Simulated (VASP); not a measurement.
TaN:

```xyz
6
Lattice="5.1562 0.0000 0.0000 -2.5781 4.4654 0.0000 0.0000 0.0000 2.8885" Properties=species:S:1:pos:R:3 pbc="T T T"
Ta    0.0000    0.0000    0.0000
Ta    0.0000    2.9769    1.4442
Ta    2.5781    1.4885    1.4442
N     2.5781    0.0000    0.0000
N     1.2890    2.2327    0.0000
N    -1.2890    2.2327    0.0000
```

Base run:

```yaml
Program: VASP 6.6.1
Functional: r2SCAN
Potentials_or_basis: VASP PAW PBE potentials, release 64 (Ta_pv, N)
Cutoff: 520 eV
k_mesh: 5 × 5 × 8
Occupations: gaussian, width 0.1 eV
Spin: no spin polarisation
```

Its results: band gap on the k mesh zero (band 24 reaches 9.50 eV, above the bottom of band 25 at 7.22 eV); pressure 14.1 GPa.

Question: The run is repeated on the same cell with these changes: potentials or basis from VASP PAW PBE potentials, release 64 (Ta_pv, N) to VASP PAW PBE potentials, release 64 (Ta_sv_GW, N); cutoff from 520 eV to 660 eV; further incar settings from ALGO = Normal; EDIFF = 1e-07; NBANDS = 33 to ALGO = Normal; EDIFF = 1e-06; NBANDS = 36; valence electrons from 48 to 54. What comes out?

Answer: Band gap on the k mesh zero (band 27 reaches 13.58 eV, above the bottom of band 28 at 11.31 eV); pressure 12.4 GPa.

Caveats: the PAW data sets were made with another functional, which shifts forces and pressure a little; spin-orbit coupling is left out, which moves the levels of the heavy elements.
